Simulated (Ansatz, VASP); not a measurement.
# MgS: VASP beside Ansatz

```
Mg S
1.0
     0.00000    2.60165    2.60165
     2.60165    0.00000    2.60165
     2.60165    2.60165    0.00000
Mg S
1 1
Direct
  0.00000 0.00000 0.00000
  0.50000 0.50000 0.50000
```

Alike in both runs: task single point; functional revPBE; k mesh 8 × 8 × 8; occupations gaussian, width 0.05 eV; no spin polarisation.

```csv
,VASP,Ansatz
version,VASP 6.6.1,Ansatz 0.2.0
potentials or method,"VASP PAW PBE potentials, release 64 (Mg, S), cutoff 600 eV","scalar-relativistic, plane waves, PAW"
valence electrons in the cell,8,16
```

Ansatz gave:

* gap on the k mesh at the Fermi level (eV): 2.92
* least direct gap on the mesh (eV): 3.85
* pressure (GPa): 2.9

Q: Estimate VASP's values.

A: gap on the k mesh at the Fermi level (eV): 2.89; least direct gap on the mesh (eV): 3.84; pressure (GPa): 2.5.

VASP's potentials were made for PBE, not for revPBE. The functional is the same, so the differences come from potentials, cutoffs and numerics. VASP's potentials hold 8 valence electrons a cell and Ansatz's 16, so a difference there can come from the potentials and not from the codes.
